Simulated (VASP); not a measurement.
# CrCo (P6_3/mmc) in VASP: further runs

CrCo is run at these levels: PBE; tasks: single point, relaxation of cell and atoms.

All numbers are computed with VASP 6.6.1; they aren't measurements. Logs are shortened: lines on timing, memory, paths and dates and some standing lists are left out, and cuts for length are marked.

**1. The cell of the first run**

Symmetry: P6_3/mmc, No. 194, hexagonal system. Conventional cell: a = 3.493 Å, b = 3.493 Å, c = 4.726 Å, α = 90.00°, β = 90.00°, γ = 120.00°. Within 3.2 Å of Cr (site symmetry -6m2) lie 6 Co at 2.34 Å and 6 Cr at 3.11 Å. Within 3.1 Å of Co (site symmetry -3m) lie 6 Cr at 2.34 Å and 2 Co at 2.36 Å.

The cell was generated, and may not be a known phase.

**2. Single point, PBE**

The input, INCAR:

```
SYSTEM = CrCo
PREC = Accurate
ENCUT = 520
EDIFF = 1E-6
ISMEAR = 0
SIGMA = 0.1
LREAL = .FALSE.
LASPH = .TRUE.
NELM = 80
ALGO = Fast
ISIF = 2
LWAVE = .FALSE.
LCHARG = .FALSE.
GGA = PE
NBANDS = 29
```

The input, KPOINTS:

```
Automatic mesh
0
G
  18 18 10
  0 0 0
```

The input, POSCAR:

```
CrCo
1.0
    3.4929987346      0.0000000000      0.0000000000
   -1.7464993673      3.0250256395      0.0000000000
    0.0000000000      0.0000000000      4.7260298236
Cr Co
2 2
Direct
    0.3333333333      0.6666666667      0.2500000000
    0.6666666667      0.3333333333      0.7500000000
    0.0000000000      0.0000000000      0.0000000000
    0.0000000000      0.0000000000      0.5000000000
```

Potentials or basis: VASP PAW PBE potentials, release 64 (Cr_pv, Co).

Command:

```sh
> cat potpaw_PBE.64/Cr_pv/POTCAR potpaw_PBE.64/Co/POTCAR > POTCAR
> mpirun -np 1 vasp_std > vasp.out
```

OUTCAR:

```text
SYSTEM = CrCo
   PREC = Accurate
   ENCUT = 520
   EDIFF = 1E-6
   ISMEAR = 0
   LREAL = .FALSE.
   LASPH = .TRUE.
   NELM = 80
   ISIF = 2
   GGA = PE

 ion  position               nearest neighbor table
   1  0.333  0.667  0.250-   3 2.34   4 2.34   3 2.34   4 2.34   3 2.34   4 2.34   2 3.11   2 3.11
                             2 3.11   2 3.11   2 3.11   2 3.11
   2  0.667  0.333  0.750-   3 2.34   4 2.34   3 2.34   4 2.34   3 2.34   4 2.34   1 3.11   1 3.11
                             1 3.11   1 3.11   1 3.11   1 3.11
   3  0.000  0.000  0.000-   1 2.34   2 2.34   1 2.34   2 2.34   2 2.34   1 2.34   4 2.36   4 2.36

   4  0.000  0.000  0.500-   1 2.34   2 2.34   1 2.34   2 2.34   2 2.34   1 2.34   3 2.36   3 2.36

  LATTYP: Found a hexagonal cell.
 ALAT       =     3.4929987346
 C/A-ratio  =     1.3530007259

  Lattice vectors:

 A1 = (   3.4929987346,   0.0000000000,   0.0000000000)
 A2 = (  -1.7464993673,   3.0250256395,   0.0000000000)
 A3 = (   0.0000000000,   0.0000000000,   4.7260298236)

Analysis of symmetry for initial positions (statically):
=====================================================================
 Subroutine PRICEL returns:
 Original cell was already a primitive cell.

 Routine SETGRP: Setting up the symmetry group for a
 hexagonal supercell.

 Subroutine GETGRP returns: Found 24 space group operations
 (whereof 12 operations were pure point group operations)
 out of a pool of 24 trial point group operations.

The static configuration has the point symmetry D_3d.
 The point group associated with its full space group is D_6h.

Analysis of symmetry for dynamics (positions and initial velocities):
=====================================================================
 Subroutine PRICEL returns:
 Original cell was already a primitive cell.

 Routine SETGRP: Setting up the symmetry group for a
 hexagonal supercell.

 Subroutine GETGRP returns: Found 24 space group operations
 (whereof 12 operations were pure point group operations)
 out of a pool of 24 trial point group operations.

The dynamic configuration has the point symmetry D_3d.
 The point group associated with its full space group is D_6h.

 Subroutine INISYM returns: Found 24 space group operations
 (whereof 12 operations are pure point group operations),
 and found     1 'primitive' translations

----------------------------------------------------------------------------------------

                                     Primitive cell

  volume of cell :      49.9372

  direct lattice vectors                    reciprocal lattice vectors
     3.492998735  0.000000000  0.000000000     0.286286963  0.165287855  0.000000000
    -1.746499367  3.025025639  0.000000000     0.000000000  0.330575710  0.000000000
     0.000000000  0.000000000  4.726029824     0.000000000  0.000000000  0.211594094

  length of vectors
     3.492998735  3.492998735  4.726029824     0.330575710  0.330575710  0.211594094

  position of ions in fractional coordinates (direct lattice)
     0.333333333  0.666666667  0.250000000
     0.666666667  0.333333333  0.750000000
     0.000000000  0.000000000  0.000000000
     0.000000000  0.000000000  0.500000000

  ion indices of the primitive-cell ions
   primitive index   ion index
                 1           1
                 2           2
                 3           3
                 4           4

----------------------------------------------------------------------------------------

 KPOINTS: Automatic mesh

Automatic generation of k-mesh.
 Grid dimensions read from file:
 generate k-points for:   18   18   10

 Generating k-lattice:

  Cartesian coordinates                     Fractional coordinates (reciprocal lattice)
     0.015904831  0.009182659  0.000000000     0.055555556  0.000000000  0.000000000
     0.000000000  0.018365317  0.000000000     0.000000000  0.055555556  0.000000000
     0.000000000  0.000000000  0.021159409     0.000000000  0.000000000  0.100000000

  Length of vectors
     0.018365317  0.018365317  0.021159409

  Shift w.r.t. Gamma in fractional coordinates (k-lattice)
     0.000000000  0.000000000  0.000000000

 Subroutine IBZKPT returns following result:
 ===========================================

 Found    222 irreducible k-points:

 Following reciprocal coordinates:
            Coordinates               Weight
  0.000000  0.000000  0.000000      1.000000
  0.055556 -0.000000  0.000000      6.000000
  0.111111 -0.000000  0.000000      6.000000
  0.166667 -0.000000  0.000000      6.000000
  0.222222 -0.000000  0.000000      6.000000
  0.277778 -0.000000  0.000000      6.000000
[... 16 lines left out ...]
  0.333333  0.111111  0.000000     12.000000
  0.388889  0.111111  0.000000     12.000000
 [... further k-points ...]
   k-points           NKPTS =    222   k-points in BZ     NKDIM =    222   number of bands    NBANDS=     29
   number of dos      NEDOS =    301   number of ions     NIONS =      4
   total plane-waves  NPLWV =  28224
   dimension x,y,z NGX =    28 NGY =   28 NGZ =   36
   dimension x,y,z NGXF=    56 NGYF=   56 NGZF=   72
   ions per type =               2   2
   NGX,Y,Z   is equivalent  to a cutoff of  13.33, 13.33, 12.66 a.u.
   NGXF,Y,Z  is equivalent  to a cutoff of  26.65, 26.65, 25.33 a.u.
 SYSTEM =  CrCo
   PREC   = accura    normal or accurate (medium, high low for compatibility)
   ISTART =      0    job   : 0-new  1-cont  2-samecut
   ICHARG =      2    charge: 1-file 2-atom 10-const
   ISPIN  =      1    spin polarized calculation?
   LNONCOLLINEAR =      F non collinear calculations
   LSORBIT =      F    spin-orbit coupling
   LASPH  =      T    aspherical Exc in radial PAW
   ENCUT  =  520.0 eV  38.22 Ry    6.18 a.u.   6.49  6.49  8.79*2*pi/ulx,y,z
   NELM   =     80;   NELMIN=  2; NELMDL= -5     # of ELM steps
   EDIFF  = 0.1E-05   stopping-criterion for ELM
   LREAL  =      F    real-space projection
   EDIFFG = 0.1E-04   stopping-criterion for IOM
   NSW    =      0    number of steps for IOM
   IBRION =     -1    ionic relax: 0-MD 1-quasi-New 2-CG
   NFREE  =      0    steps in history (QN), initial steepest desc. (CG)
   ISIF   =      2    stress and relaxation
   ISYM   =      2    0-nonsym 1-usesym 2-fastsym
   POTIM  = 0.5000    time-step for ionic-motion
   TEBEG  =    0.0;   TEEND  =   0.0 temperature during run
   PSTRESS=    0.0 pullay stress
   NELECT =      42.0000    total number of electrons
   NUPDOWN=      -1.0000    fix difference up-down
   EMIN   =  10.00;   EMAX   =-10.00  energy-range for DOS
   EFERMI =   0.00;   METHOD = LEGACY
   ISMEAR =     0;   SIGMA  =   0.10  broadening in eV -4-tet -1-fermi 0-gaus
   EFERMI_NEDOS =   21; number of points for ismear=-14 and -15
   IALGO  =     68    algorithm
   IMIX   =      4    mixing-type and parameters
     AMIX     =   0.40;   BMIX     =  1.00
     AMIX_MAG =   1.60;   BMIX_MAG =  1.00
  volume/ion in A,a.u.               =      12.48        84.25
  Fermi-wavevector in a.u.,A,eV,Ry     =   1.545314  2.920219 32.490630  2.387994
  Thomas-Fermi vector in A             =   2.650710
   LORBIT       =      0    0 simple, 1 ext, 2 COOP (PROOUT), +10 PAW based schemes
   GGA     = PE    functional components
   LHFCALC =     F    Hartree Fock is set to
   AEXX    =    0.0000 exact exchange contribution
   IVDW    =     0    specifies the selected vdW correction
   LEPSILON=     F    determine dielectric tensor
   LRPA    =     F    only Hartree local field effects (RPA)
 non-spin polarized calculation
 RMM-DIIS sequential band-by-band and
 Gauss-broadening in eV      SIGMA  =   0.10
  energy-cutoff  :      520.00
  volume of cell :       49.94
 maximum number of plane-waves:      1366
 NGX is ok and might be reduce to    28
   NGX = 13   NGY = 13   NGZ = 17

 number of electron      42.0000017 magnetization

 Free energy of the ion-electron system (eV)
  ---------------------------------------------------
  ext. energy  EPLUGINS =         0.00000000
  ---------------------------------------------------
  free energy    TOTEN  =       -30.39559338 eV

  energy without entropy =      -30.36120988  energy(sigma->0) =      -30.37840163

 E-fermi :   9.3440     XC(G=0): -12.7813

 val. band max:        9.3433614186   @ k =   0.3889   0.1667   0.4000
 cond. band min:       9.3478679002   @ k =   0.1667   0.0556   0.5000
 fundamental gap:      0.0045064816
 Fermi energy:         9.3440171657

 k-point     1 :       0.0000    0.0000    0.0000
  band No.  band energies     occupation
      1     -34.1078      2.00000
      2     -34.0122      2.00000
      3     -34.0122      2.00000
      4     -34.0012      2.00000
      5     -33.9777      2.00000
      6     -33.9777      2.00000
[... 21 lines left out ...]
     28      11.8462      0.00000
     29      12.4484      0.00000

 k-point     2 :       0.0556   -0.0000    0.0000
  band No.  band energies     occupation
      1     -34.1069      2.00000
      2     -34.0123      2.00000
      3     -34.0123      2.00000
      4     -34.0019      2.00000
      5     -33.9789      2.00000
      6     -33.9779      2.00000
[... 21 lines left out ...]
     28      11.8615      0.00000
     29      12.4802      0.00000

 k-point     3 :       0.1111   -0.0000    0.0000
  band No.  band energies     occupation
      1     -34.1042      2.00000
      2     -34.0128      2.00000
      3     -34.0126      2.00000
      4     -34.0040      2.00000
      5     -33.9825      2.00000
      6     -33.9786      2.00000
[... 21 lines left out ...]
     28      11.9277      0.00000
     29      12.5599      0.00000

 k-point     4 :       0.1667   -0.0000    0.0000
  band No.  band energies     occupation
      1     -34.0998      2.00000
      2     -34.0138      2.00000
      3     -34.0130      2.00000
      4     -34.0074      2.00000
      5     -33.9876      2.00000
      6     -33.9796      2.00000
[... 597 lines left out ...]
     28      12.4221      0.00000
     29      13.1567      0.00000

 k-point    23 :       0.3333    0.1111    0.0000
  band No.  band energies     occupation
      1     -34.0718      2.00000
      2     -34.0310      2.00000
      3     -34.0283      2.00000
      4     -34.0146      2.00000
      5     -34.0040      2.00000
      6     -33.9848      2.00000
[... 21 lines left out ...]
     28      11.6075      0.00000
     29      13.0806      0.00000

 k-point    24 :       0.3889    0.1111    0.0000
  band No.  band energies     occupation
      1     -34.0661      2.00000
      2     -34.0361      2.00000
      3     -34.0314      2.00000
      4     -34.0147      2.00000
      5     -34.0049      2.00000
      6     -33.9854      2.00000
[... 21 lines left out ...]
     28      10.9511      0.00000
     29      12.7902      0.00000

 [... further k-points ...]

------------------------ aborting loop because EDIFF is reached ----------------------------------------

  FORCE on cell =-STRESS in cart. coord.  units (eV):
  Direction    XX          YY          ZZ          XY          YZ          ZX
  --------------------------------------------------------------------------------------
  -------------------------------------------------------------------------------------
  Total       -0.2153808     -0.2153808     -0.1949319      0.0000000     -0.0000000      0.0000000
  in kB       -6.9102483     -6.9102483     -6.2541675      0.0000000     -0.0000000      0.0000000
  external PRESSURE =      -6.6915547 kB  Pullay stress =       0.0000000 kB

 VOLUME and BASIS-vectors are now :
 -----------------------------------------------------------------------------
  energy-cutoff  :      520.00
  volume of cell :       49.94
      direct lattice vectors                 reciprocal lattice vectors
     3.492998735  0.000000000  0.000000000     0.286286963  0.165287855  0.000000000
    -1.746499367  3.025025639  0.000000000     0.000000000  0.330575710  0.000000000
     0.000000000  0.000000000  4.726029824     0.000000000  0.000000000  0.211594094

 POSITION                                       TOTAL-FORCE (eV/Angst)
 -----------------------------------------------------------------------------------
     -0.00000      2.01668      1.18151         0.000000     -0.000000      0.000000
      1.74650      1.00834      3.54452        -0.000000      0.000000      0.000000
      0.00000      0.00000      0.00000        -0.000000      0.000000      0.000000
      0.00000      0.00000      2.36301        -0.000000      0.000000      0.000000
 -----------------------------------------------------------------------------------
    total drift:                                0.000000     -0.000000      0.000000

  FREE ENERGIE OF THE ION-ELECTRON SYSTEM (eV)
  ---------------------------------------------------
  free  energy   TOTEN  =       -30.3955933794 eV

  energy  without entropy=      -30.3612098829  energy(sigma->0) =      -30.37840163
```

It took 8.9 min on 1 thread of Intel Xeon Platinum 8488C (Sapphire Rapids), shared host; peak memory 0.38 GiB.

What came out:

```yaml
Free_energy: -30.3956 eV
Pressure: -0.7 GPa
Band_gap_on_the_k_mesh: zero (bands 21 and 22 overlap by 0.89 eV)
```

Caveat: the run has no spin polarisation, though such a crystal can be magnetic.

**3. Relaxation of cell and atoms, PBE, collinear spin, ferromagnetic start**

This run uses another cell than the first one, of 8.98 Å³/atom.

The input, INCAR:

```
ALGO     = Fast           # electronic algorithm
EDIFF    = 1E-7           # SCF threshold, eV
EDIFFG   = -0.04          # ionic threshold
ENCUT    = 600            # plane-wave cutoff, eV
GGA      = PE             # functional
IBRION   = 2              # ionic algorithm
ISIF     = 3              # what is computed and relaxed
ISMEAR   = 0              # smearing method
ISPIN    = 2              # spin polarisation
LASPH    = T              # aspherical terms in the spheres
LCHARG   = F              # write CHGCAR
LMAXMIX  = 4              # l up to which the mixer works
LORBIT   = 11             # projections on sites
LREAL    = F              # projectors in reciprocal space
LWAVE    = F              # write WAVECAR
MAGMOM   = 3 3 3 3        # initial moments
NELM     = 150            # most SCF steps
NSW      = 90             # ionic steps
PREC     = Accurate       # precision mode
SIGMA    = 0.1            # smearing width, eV
```

The input, KPOINTS:

```
k-points
0
Gamma
  6 6 4
```

The input, POSCAR:

```
CrCo
1.0
    3.0495770200      0.0000000000      0.0000000000
   -1.5247885100      2.6410111700      0.0000000000
    0.0000000000      0.0000000000      4.4612966400
Cr Co
2 2
Direct
    0.3333333300      0.6666666700      0.2500000000
    0.6666666700      0.3333333300      0.7500000000
    0.0000000000      0.0000000000      0.0000000000
    0.0000000000      0.0000000000      0.5000000000
```

Potentials or basis: VASP PAW PBE potentials, release 64 (Cr_pv, Co).

Command:

```sh
> cat potpaw_PBE.64/Cr_pv/POTCAR potpaw_PBE.64/Co/POTCAR > POTCAR
> mpirun -np 1 vasp_std > vasp.out
```

It took 20 min on 1 thread of Intel Xeon Platinum 8488C (Sapphire Rapids), shared host; peak memory 0.21 GiB.

Results (log left out):

- Free energy: -30.4002 eV
- Relaxed volume: 12.44 Å³/atom
- Relaxed cell: a = 3.483 Å, b = 3.483 Å, c = 4.738 Å, α = 90.00°, β = 90.00°, γ = 120.00°
- Space group after relaxing (to 0.1 Å): P6_3/mmc (No. 194)
- Pressure after relaxing: 0.0 GPa
- Net moment: 0.69 μB per cell
- Site moments: Cr +0.37; Co -0.03 μB
- Valence electrons inside the program's atomic spheres: Cr 10.86; Co 8.59

Stress tensor (GPa, compression positive):
```
 0.13  0.00  0.00
 0.00  0.13  0.00
 0.00  0.00 -0.33
```

Final structure:
```cif
data_structure
_symmetry_space_group_name_H-M 'P 1'
_symmetry_Int_Tables_number 1
_cell_length_a 3.4830
_cell_length_b 3.4830
_cell_length_c 4.7379
_cell_angle_alpha 90.000
_cell_angle_beta 90.000
_cell_angle_gamma 120.000
_cell_volume 49.78
loop_
_atom_site_label
_atom_site_type_symbol
_atom_site_fract_x
_atom_site_fract_y
_atom_site_fract_z
_atom_site_occupancy
Cr1 Cr 0.33333 0.66667 0.25000 1
Cr2 Cr 0.66667 0.33333 0.75000 1
Co1 Co 0.00000 0.00000 0.00000 1
Co2 Co 0.00000 0.00000 0.50000 1
```

Levels at points of the mesh, in eV from the Fermi level:
Spin up:
```
           k point  band 19  band 20  band 21  band 22  band 23  band 24  band 25  band 26
(0.00, 0.00, 0.00)    -0.88    -0.88    -0.14    -0.14     0.47     1.13     1.13     1.53
(0.50, 0.00, 0.00)    -1.08    -0.96    -0.85    -0.33     0.40     0.47     0.75     1.08
(0.00, 0.00, 0.50)     0.15     0.15     0.15     0.15     0.22     0.22     1.31     1.31
(0.50, 0.00, 0.50)    -0.88    -0.88    -0.63    -0.63     0.30     0.30     0.67     0.67
```
Spin down:
| k point | band 17 | band 18 | band 19 | band 20 | band 21 | band 22 | band 23 | band 24 |
| --- | --- | --- | --- | --- | --- | --- | --- | --- |
| (0.00, 0.00, 0.00) | -1.21 | -1.21 | -0.88 | -0.88 | 0.21 | 0.21 | 0.69 | 1.39 |
| (0.50, 0.00, 0.00) | -1.45 | -0.96 | -0.93 | -0.87 | -0.86 | 0.03 | 0.67 | 0.68 |
| (0.00, 0.00, 0.50) | -3.01 | -3.01 | 0.36 | 0.36 | 0.36 | 0.36 | 0.39 | 0.39 |
| (0.50, 0.00, 0.50) | -1.71 | -1.71 | -0.79 | -0.79 | -0.35 | -0.35 | 0.58 | 0.58 |

Caveat: the k points lie up to 0.35 Å⁻¹ apart in the final cell; the volume moved by over 15 % at a fixed basis, so the end points are rough.
